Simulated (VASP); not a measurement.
# NaI in VASP: further runs, part 2 of 2

VASP 6.6.1. The steps go on from the part before.

**4. Single point, PBE**

This run uses another cell than the first one, of 34.28 Å³/atom.

File INCAR:

```
SYSTEM = NaI
PREC = Accurate
ENCUT = 520
EDIFF = 1E-6
ISMEAR = 0
SIGMA = 0.1
LREAL = .False.
LASPH = .True.
NELM = 80
ALGO = Normal
ISIF = 2
LWAVE = .False.
LCHARG = .False.
GGA = PE
NBANDS = 14
```

File KPOINTS:

```
Automatic mesh
0
Gamma
  6 6 6
  0 0 0
```

File POSCAR:

```
NaI
1.0
   -2.2960196196      3.2555306734      2.2927426795
    2.2960196196     -3.2555306734      2.2927426795
    2.2960196196      3.2555306734     -2.2927426795
Na I
1 1
Direct
    0.0013338847      0.0013338847      0.0000000000
    0.4986661153      0.9986661153      0.5000000000
```

Potentials or basis: VASP PAW PBE potentials, release 64 (Na_pv, I).

Run with:

```bash
> cat potpaw_PBE.64/Na_pv/POTCAR potpaw_PBE.64/I/POTCAR > POTCAR
> mpirun -np 1 vasp_std > vasp.out
```

OUTCAR:

```text
SYSTEM = NaI
   PREC = Accurate
   ENCUT = 520
   EDIFF = 1E-6
   ISMEAR = 0
   LREAL = .False.
   LASPH = .True.
   NELM = 80
   ISIF = 2
   GGA = PE

 ion  position               nearest neighbor table
   1  0.001  0.001  0.000-
   2  0.499  0.999  0.500-

  LATTYP: Found a body centered orthorhombic cell.
 ALAT       =     4.5854853590
 B/A-ratio  =     1.0014292664
 C/A-ratio  =     1.4199284998

  Lattice vectors:

 A1 = (   2.2960196196,   3.2555306734,  -2.2927426795)
[... 594 lines left out ...]

------------------------ aborting loop because EDIFF is reached ----------------------------------------

  FORCE on cell =-STRESS in cart. coord.  units (eV):
  Direction    XX          YY          ZZ          XY          YZ          ZX
  --------------------------------------------------------------------------------------
  -------------------------------------------------------------------------------------
  Total        0.1186883      0.0887247      0.1272042      0.0000000      0.0000000      0.0000000
  in kB        2.7739961      2.0736842      2.9730306      0.0000000      0.0000000      0.0000000
  external PRESSURE =       2.6069036 kB  Pullay stress =       0.0000000 kB

 VOLUME and BASIS-vectors are now :
 -----------------------------------------------------------------------------
  energy-cutoff  :      520.00
  volume of cell :       68.55
      direct lattice vectors                 reciprocal lattice vectors
    -2.296019620  3.255530673  2.292742679     0.000000000  0.153584792  0.218079423
     2.296019620 -3.255530673  2.292742679     0.217768174  0.000000000  0.218079423
     2.296019620  3.255530673 -2.292742679     0.217768174  0.153584792  0.000000000

 POSITION                                       TOTAL-FORCE (eV/Angst)
 -----------------------------------------------------------------------------------
      0.00000      0.00000      0.00612        -0.000000     -0.000000     -0.010356
      2.29602      0.00000      2.28663         0.000000      0.000000      0.010356
 -----------------------------------------------------------------------------------
    total drift:                                0.000000      0.000000      0.000326

  FREE ENERGIE OF THE ION-ELECTRON SYSTEM (eV)
  ---------------------------------------------------
  free  energy   TOTEN  =        -5.3864597829 eV

  energy  without entropy=       -5.3864597829  energy(sigma->0) =       -5.38645978
```

OSZICAR:

```text
N       E                     dE             d eps       ncg     rms          rms(c)
DAV:   1     0.830179827165E+02    0.83018E+02   -0.65560E+03  1288   0.895E+02
DAV:   2     0.136026539838E+01   -0.81658E+02   -0.75789E+02  1356   0.222E+02
DAV:   3    -0.528752395104E+01   -0.66478E+01   -0.66085E+01  1720   0.603E+01
DAV:   4    -0.545195577035E+01   -0.16443E+00   -0.16439E+00  1618   0.992E+00
DAV:   5    -0.545572050288E+01   -0.37647E-02   -0.37647E-02  1762   0.143E+00    0.161E+00
DAV:   6    -0.539319380671E+01    0.62527E-01   -0.72884E-02  1552   0.156E+00    0.109E+00
DAV:   7    -0.538434684999E+01    0.88470E-02   -0.65985E-02  1654   0.131E+00    0.612E-01
DAV:   8    -0.538648456893E+01   -0.21377E-02   -0.54433E-03  1480   0.579E-01    0.176E-01
DAV:   9    -0.538644531327E+01    0.39256E-04   -0.20215E-04  1654   0.123E-01    0.406E-02
DAV:  10    -0.538645896295E+01   -0.13650E-04   -0.36775E-05  1552   0.605E-02    0.105E-02
DAV:  11    -0.538645978292E+01   -0.81997E-06   -0.40825E-06  1666   0.194E-02
   1 F= -.53864598E+01 E0= -.53864598E+01  d E =-.309643E-10
```

Run time: 19 s. Hardware: 1 thread of AMD EPYC 9R45 (Zen 5), shared host; peak memory 0.19 GiB.

What came out:

```yaml
Free_energy: -5.3865 eV
Pressure: 0.3 GPa
Largest_force: 0.010 eV/Å
Band_gap_on_the_k_mesh: 3.61 eV
```

Forces in eV/Å, atoms in the order of the input:
```
Na   0.000  0.000 -0.010
I    0.000  0.000  0.010
```

Stress tensor (GPa, compression positive):
```
0.28 0.00 0.00
0.00 0.21 0.00
0.00 0.00 0.30
```

Caveat: spin-orbit coupling is left out, which moves the levels of the heavy elements.

**5. Relaxation of cell and atoms, PBE**

This run uses another cell than the first one, of 34.28 Å³/atom.

File INCAR:

```
SYSTEM = NaI
ALGO = Normal
EDIFF = 1E-6
EDIFFG = -0.01
ENCUT = 600
GGA = PE
IBRION = 2
ISIF = 3
ISMEAR = 0
LASPH = .True.
LCHARG = .False.
LREAL = .False.
LWAVE = .False.
NELM = 80
NSW = 100
PREC = Accurate
SIGMA = 0.02
```

File KPOINTS:

```
k-points
0
Gamma
  6 6 6
  0 0 0
```

File POSCAR:

```
NaI
1.0
    0.0000000000      3.2483407354      3.2483407354
    3.2483407354      0.0000000000      3.2483407354
    3.2483407354      3.2483407354      0.0000000000
Na I
1 1
Direct
    0.0000000000      0.0000000000      0.0000000000
    0.5000000000      0.5000000000      0.5000000000
```

Potentials or basis: VASP PAW PBE potentials, release 64 (Na_pv, I).

Run with:

```bash
> cat potpaw_PBE.64/Na_pv/POTCAR potpaw_PBE.64/I/POTCAR > POTCAR
> mpirun -np 1 vasp_std > vasp.out
```

OUTCAR:

```text
SYSTEM = NaI
   EDIFF = 1E-6
   EDIFFG = -0.01
   ENCUT = 600
   GGA = PE
   IBRION = 2
   ISIF = 3
   ISMEAR = 0
   LASPH = .True.
   LREAL = .False.
   NELM = 80
   NSW = 100
   PREC = Accurate

 ion  position               nearest neighbor table
   1  0.000  0.000  0.000-
   2  0.500  0.500  0.500-

  LATTYP: Found a face centered cubic cell.
 ALAT       =     6.4966814708

  Lattice vectors:

 A1 = (   0.0000000000,   3.2483407354,   3.2483407354)
 A2 = (   3.2483407354,   0.0000000000,   3.2483407354)
 A3 = (   3.2483407354,   3.2483407354,   0.0000000000)

Analysis of symmetry for initial positions (statically):
=====================================================================
 Subroutine PRICEL returns:
 Original cell was already a primitive cell.

 Routine SETGRP: Setting up the symmetry group for a
 face centered cubic supercell.

 Subroutine GETGRP returns: Found 48 space group operations
 (whereof 48 operations were pure point group operations)
 out of a pool of 48 trial point group operations.

The static configuration has the point symmetry O_h .

Analysis of symmetry for dynamics (positions and initial velocities):
=====================================================================
 Subroutine PRICEL returns:
 Original cell was already a primitive cell.

 Routine SETGRP: Setting up the symmetry group for a
 face centered cubic supercell.

 Subroutine GETGRP returns: Found 48 space group operations
 (whereof 48 operations were pure point group operations)
 out of a pool of 48 trial point group operations.

The dynamic configuration has the point symmetry O_h .

 Subroutine INISYM returns: Found 48 space group operations
 (whereof 48 operations are pure point group operations),
 and found     1 'primitive' translations

[... 92 lines left out ...]
   ISYM   =      2    0-nonsym 1-usesym 2-fastsym
   POTIM  = 0.5000    time-step for ionic-motion
   TEBEG  =    0.0;   TEEND  =   0.0 temperature during run
   PSTRESS=    0.0 pullay stress
   NELECT =      14.0000    total number of electrons
   NUPDOWN=      -1.0000    fix difference up-down
   EMIN   =  10.00;   EMAX   =-10.00  energy-range for DOS
   EFERMI =   0.00;   METHOD = LEGACY
   ISMEAR =     0;   SIGMA  =   0.02  broadening in eV -4-tet -1-fermi 0-gaus
   EFERMI_NEDOS =   21; number of points for ismear=-14 and -15
   IALGO  =     38    algorithm
   IMIX   =      4    mixing-type and parameters
     AMIX     =   0.40;   BMIX     =  1.00
     AMIX_MAG =   1.60;   BMIX_MAG =  1.00
  volume/ion in A,a.u.               =      34.28       231.30
  Fermi-wavevector in a.u.,A,eV,Ry     =   0.964079  1.821845 12.645911  0.929448
  Thomas-Fermi vector in A             =   2.093679
   LORBIT       =      0    0 simple, 1 ext, 2 COOP (PROOUT), +10 PAW based schemes
   GGA     = PE    functional components
   LHFCALC =     F    Hartree Fock is set to
   AEXX    =    0.0000 exact exchange contribution
   IVDW    =     0    specifies the selected vdW correction
   LEPSILON=     F    determine dielectric tensor
   LRPA    =     F    only Hartree local field effects (RPA)
 conjugate gradient relaxation of ions
 non-spin polarized calculation
 Gauss-broadening in eV      SIGMA  =   0.02
  energy-cutoff  :      600.00
  volume of cell :       68.55
 maximum number of plane-waves:      2301
 NGX is ok and might be reduce to    40

--------------------------------------- Ionic step        1  -------------------------------------------

 number of electron      13.9999993 magnetization

 Free energy of the ion-electron system (eV)
  ---------------------------------------------------
  ext. energy  EPLUGINS =         0.00000000
  ---------------------------------------------------
  free energy    TOTEN  =        -5.38658457 eV

  energy without entropy =       -5.38658457  energy(sigma->0) =       -5.38658457

------------------------ aborting loop because EDIFF is reached ----------------------------------------

  FORCE on cell =-STRESS in cart. coord.  units (eV):
  Direction    XX          YY          ZZ          XY          YZ          ZX
  --------------------------------------------------------------------------------------
  -------------------------------------------------------------------------------------
  Total        0.1113313      0.1113313      0.1113313      0.0000000      0.0000000     -0.0000000
  in kB        2.6020356      2.6020356      2.6020356      0.0000000      0.0000000     -0.0000000
  external PRESSURE =       2.6020356 kB  Pullay stress =       0.0000000 kB
[... 59 lines left out ...]
--------------------------------------- Ionic step        3  -------------------------------------------

 number of electron      13.9999994 magnetization

 Free energy of the ion-electron system (eV)
  ---------------------------------------------------
  ext. energy  EPLUGINS =         0.00000000
  ---------------------------------------------------
  free energy    TOTEN  =        -5.38740935 eV

  energy without entropy =       -5.38740935  energy(sigma->0) =       -5.38740935

 E-fermi :   0.7736     XC(G=0):  -7.6001

 val. band max:        0.6288594825   @ k =   0.0000   0.0000   0.0000
 cond. band min:       4.2019940691   @ k =   0.0000   0.0000   0.0000
 fundamental gap:      3.5731345866
 Fermi energy:         0.7735864757

 k-point     1 :       0.0000    0.0000    0.0000
  band No.  band energies     occupation
      1     -21.8425      2.00000
      2     -21.8425      2.00000
      3     -21.8425      2.00000
      4     -10.3236      2.00000
      5       0.6289      2.00000
      6       0.6289      2.00000
      7       0.6289      2.00000
      8       4.2020      0.00000
      9       8.5570      0.00000
     10       8.5570      0.00000
     11       8.5570      0.00000
[... 237 lines left out ...]
  FREE ENERGIE OF THE ION-ELECTRON SYSTEM (eV)
  ---------------------------------------------------
  free  energy   TOTEN  =        -5.3874093497 eV

  energy  without entropy=       -5.3874093497  energy(sigma->0) =       -5.38740935

 reached required accuracy - stopping structural energy minimisation
```

OSZICAR:

```text
N       E                     dE             d eps       ncg     rms          rms(c)
DAV:   1     0.831248709977E+02    0.83125E+02   -0.71703E+03   352   0.127E+03
DAV:   2     0.116512483237E+01   -0.81960E+02   -0.75925E+02   403   0.245E+02
DAV:   3    -0.526632787565E+01   -0.64315E+01   -0.63945E+01   436   0.683E+01
[... 26 lines left out ...]
DAV:   5    -0.538742285841E+01    0.15730E-04   -0.27973E-06   373   0.185E-02    0.198E-02
DAV:   6    -0.538741184991E+01    0.11009E-04   -0.14602E-05   397   0.505E-02    0.409E-02
DAV:   7    -0.538741383660E+01   -0.19867E-05   -0.33136E-07   176   0.467E-03    0.719E-02
DAV:   8    -0.538741026879E+01    0.35678E-05   -0.42536E-07   176   0.571E-03    0.150E-02
DAV:   9    -0.538740934971E+01    0.91909E-06   -0.17153E-07   176   0.335E-03
   3 F= -.53874093E+01 E0= -.53874093E+01  d E =-.824784E-03
```

CONTCAR:

```text
NaI
   1.00000000000000
     0.0000000000000000    3.2646160359806338    3.2646160359806338
     3.2646160359806338    0.0000000000000000    3.2646160359806338
     3.2646160359806338    3.2646160359806338    0.0000000000000000
  Na              I
     1     1
Direct
     0.0000000000000000    0.0000000000000000    0.0000000000000000
     0.5000000000000000    0.5000000000000000    0.5000000000000000

  0.00000000E+00  0.00000000E+00  0.00000000E+00
  0.00000000E+00  0.00000000E+00  0.00000000E+00
```

Wall time 21 s (1 thread of AMD EPYC 9R45 (Zen 5), shared host); peak memory 0.2 GiB.

Results:

* Free energy: -5.3874 eV
* Relaxed volume: 34.79 Å³/atom
* Relaxed cell: a = 4.617 Å, b = 4.617 Å, c = 4.617 Å, α = 60.00°, β = 60.00°, γ = 60.00°
* Space group after relaxing (to 0.1 Å): Fm-3m (No. 225)
* Energy gained by relaxing: 0.4 meV/atom
* Ionic steps: 3
* Pressure after relaxing: 0.0 GPa
* Band gap on the k mesh: 3.57 eV

The path:
| step | energy change (eV) | largest force (eV/Å) | pressure (GPa) | volume (Å³) |
| --- | --- | --- | --- | --- |
| 1 | 0.0000 | 0.0000 | 0.26 | 68.55 |
| 2 | -0.0006 | 0.0000 | 0.12 | 69.10 |
| 3 | -0.0008 | 0.0000 | 0.01 | 69.59 |

Final structure:
```cif
data_structure
_symmetry_space_group_name_H-M 'P 1'
_symmetry_Int_Tables_number 1
_cell_length_a 4.6169
_cell_length_b 4.6169
_cell_length_c 4.6169
_cell_angle_alpha 60.000
_cell_angle_beta 60.000
_cell_angle_gamma 60.000
_cell_volume 69.59
loop_
_atom_site_label
_atom_site_type_symbol
_atom_site_fract_x
_atom_site_fract_y
_atom_site_fract_z
_atom_site_occupancy
Na1 Na 0.00000 0.00000 0.00000 1
I1 I 0.50000 0.50000 0.50000 1
```

Caveat: spin-orbit coupling is left out, which moves the levels of the heavy elements.

**6. Single point, PBE**

This run uses another cell than the first one: it holds 8 atoms, not 2.

File INCAR:

```
SYSTEM = NaI
ALGO = Normal
EDIFF = 1E-7
ENCUT = 520
GGA = PE
ISIF = 2
ISMEAR = 0
LASPH = .True.
LCHARG = .True.
LELF = .True.
LREAL = .False.
LVHAR = .True.
LWAVE = .False.
NBANDS = 38
NELM = 60
PREC = Accurate
SIGMA = 0.1
```

File KPOINTS:

```
k-points
0
Gamma
  4 2 2
  0 0 0
```

File POSCAR:

```
NaI
1.0
    3.2645265179      3.2645265179      0.0000000000
    3.2645265179     -3.2645265179      6.5290530359
    3.2645265179     -3.2645265179     -6.5290530359
Na I
4 4
Direct
    0.5000000000      1.0000000000      0.5000000000
    0.0000000000      0.5000000000      0.5000000000
    0.0000000000      0.0000000000      0.0000000000
    0.5000000000      0.5000000000      0.0000000000
    0.0000000000      0.2500000000      0.7500000000
    0.5000000000      0.7500000000      0.7500000000
    0.5000000000      0.2500000000      0.2500000000
    0.0000000000      0.7500000000      0.2500000000
```

Potentials or basis: VASP PAW PBE potentials, release 64 (Na_pv, I).

Run with:

```bash
> cat potpaw_PBE.64/Na_pv/POTCAR potpaw_PBE.64/I/POTCAR > POTCAR
> mpirun -np 1 vasp_std > vasp.out
```

Wall time 45 s (1 thread of AMD EPYC 9R45 (Zen 5), shared host); peak memory 0.33 GiB.

Results (log left out):

```yaml
Free_energy: -21.5380 eV
Pressure: 0.0 GPa
Band_gap_on_the_k_mesh: 3.57 eV
```

Levels at points of the mesh, in eV from the valence-band top:
| k point | band 25 | band 26 | band 27 | band 28 | band 29 | band 30 | band 31 | band 32 |
| --- | --- | --- | --- | --- | --- | --- | --- | --- |
| (0.00, 0.00, 0.00) | -0.27 | 0.00 | 0.00 | 0.00 | 3.57 | 4.47 | 5.08 | 5.08 |
| (0.50, 0.00, 0.00) | -0.89 | -0.89 | -0.27 | -0.27 | 5.76 | 5.76 | 6.17 | 6.17 |
| (0.00, 0.50, 0.00) | -0.14 | -0.14 | -0.14 | -0.14 | 4.86 | 4.86 | 5.45 | 5.45 |
| (0.50, 0.50, 0.00) | -0.50 | -0.50 | -0.50 | -0.50 | 5.45 | 5.45 | 5.45 | 5.45 |
| (0.00, 0.50, 0.50) | -0.38 | -0.38 | -0.27 | -0.27 | 5.19 | 5.19 | 6.17 | 6.17 |
| (0.50, 0.50, 0.50) | -0.27 | -0.27 | -0.27 | -0.27 | 4.47 | 4.47 | 5.08 | 5.08 |

Caveat: spin-orbit coupling is left out, which moves the levels of the heavy elements.

**7. The runs side by side**

```tsv
task	cell	k mesh	cutoff (eV)	smearing	gap on the mesh (eV)	pressure (GPa)
single point	a = 4.617 Å, angles 60.0°, 2 atoms, atomic positions A	6 × 6 × 6	520	gaussian 0.02 eV	3.57	0.0
single point	a = 4.596 Å, angles 120.1, 89.8, 120.2°, 2 atoms, atomic positions B	6 × 6 × 6	520	gaussian 0.1 eV	3.61	0.3
relaxation of cell and atoms	relaxed from a = 4.594 Å, angles 60.0°, 2 atoms, atomic positions A	6 × 6 × 6	600	gaussian 0.02 eV	3.57	0.0
single point	a = 4.617, b = 7.996, c = 7.996 Å, angles 109.5, 90.0, 90.0°, 8 atoms, atomic positions C	4 × 2 × 2	520	gaussian 0.1 eV	3.57	0.0
```

Alike in all rows: level PBE; potentials or basis VASP PAW PBE potentials, release 64 (Na_pv, I); no spin polarisation.

Caveats: spin-orbit coupling is left out, which moves the levels of the heavy elements.

Total energies depend on the potentials used, so only differences within one code and one set of settings carry meaning.
